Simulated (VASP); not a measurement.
Here is a VASP 6.6.1 calculation.

File INCAR:

```
SYSTEM = KCl
PREC     = Accurate       ! precision mode
ENCUT    = 520            ! plane-wave cutoff, eV
EDIFF    = 1E-6           ! SCF threshold, eV
ISMEAR   = 0              ! smearing method
SIGMA    = 0.02           ! smearing width, eV
LREAL    = .FALSE.        ! projectors in reciprocal space
LASPH    = .TRUE.         ! aspherical terms in the spheres
NELM     = 80             ! most SCF steps
ALGO     = Normal         ! electronic algorithm
ISIF     = 2              ! what is computed and relaxed
LWAVE    = .FALSE.        ! write WAVECAR
LCHARG   = .FALSE.        ! write CHGCAR
GGA      = PS             ! functional
NBANDS   = 15             ! bands
```

KPOINTS

```
regular mesh
0
G
  6 6 6
  0 0 0
```

File POSCAR:

```
KCl
1.0
   -0.2524880000      3.1303462240      3.1303462240
    3.1303462240     -0.2524880000      3.1303462240
    3.1303462240      3.1303462240     -0.2524880000
K Cl
1 1
Direct
   -0.0228664439     -0.0228664439     -0.0228664439
    0.5228664439      0.5228664439      0.5228664439
```

Potentials or basis: VASP PAW PBE potentials, release 64 (K_sv, Cl).

The run is started by

```console
$ cat potpaw_PBE.64/K_sv/POTCAR potpaw_PBE.64/Cl/POTCAR > POTCAR
$ mpirun -np 1 vasp_std > vasp.out
```

Problem. Estimate the pressure.

Solution. -0.9 GPa.

Problem. Estimate the largest force.

Solution. 0.259 eV/Å.

Problem. Predict the band gap on the k mesh.

Solution. 4.58 eV, direct.

Stress tensor (GPa, compression positive):
```
-0.94  0.16  0.16
 0.16 -0.94  0.16
 0.16  0.16 -0.94
```

Caveat: the cell differs from its parent crystal (strained and its atoms moved); the PAW data sets were made with another functional, which shifts forces and pressure a little.
